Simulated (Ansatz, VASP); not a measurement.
**K in VASP and in Ansatz**

```
K
1.0
    -2.69271    2.69271    2.52748
     2.69271   -2.69271    2.52748
     2.69271    2.69271   -2.52748
K
1
Direct
  0.00000 0.00000 0.00000
```

Alike in both runs: functional PBE; k mesh 12 × 12 × 12; occupations gaussian, width 0.1 eV; no spin polarisation.

Ansatz relaxed the structure, and its values are those at the end. VASP's run is a single point on that final structure, the one shown.

|  | VASP | Ansatz |
| --- | --- | --- |
| version | VASP 6.6.1 | Ansatz 0.2.0 |
| potentials or method | VASP PAW PBE potentials, release 64 (K_sv), cutoff 520 eV | scalar-relativistic, plane waves, PAW |
| valence electrons in the cell | 9 | 9 |

```tsv
	VASP	Ansatz	Ansatz less VASP
gap on the k mesh at the Fermi level (eV)	none	none	-
pressure (GPa)	0.0	0.0	0.00
```

A gap of «none» marks a metal or a gap that the smearing closes.
